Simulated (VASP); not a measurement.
SiC, 8 atoms in the cell. It takes space group P6_3mc (No. 186, hexagonal). The conventional cell has a = 3.092 Å, b = 3.092 Å, c = 5.074 Å, α = 90.00°, β = 90.00°, γ = 120.00°. Si (site symmetry 3m) has 4 C at 1.89 to 1.91 Å within 2.5 Å. Within 2.5 Å of C (site symmetry 3m) lie 4 Si at 1.89 to 1.91 Å. 

```yaml
Program: VASP 6.6.1
Task: single point
Functional: PBE
Potentials_or_basis: VASP PAW PBE potentials, release 64 (Si, C)
Cutoff: 520 eV
k_mesh: 10 × 6 × 6
Occupations: gaussian, width 0.05 eV
Spin: no spin polarisation
Dipole_correction: no
Further_INCAR_settings: ALGO = Normal; EDIFF = 1e-06; NBANDS = 26
```

Potentials or basis: VASP PAW PBE potentials, release 64 (Si, C).

The run is started by

```bash
$ cat potpaw_PBE.64/Si/POTCAR potpaw_PBE.64/C/POTCAR > POTCAR
$ mpirun -np 1 vasp_std > vasp.out
```

Hardware: 1 thread of AMD EPYC 7R13 Processor (Zen 3), on a shared host.

Question: Estimate the wall time of this run.

Answer: It took 2.6 min on 1 thread of AMD EPYC 7R13 Processor (Zen 3) (shared host), peak memory 0.26 GiB. Counts: scf iterations 14, k points 96.
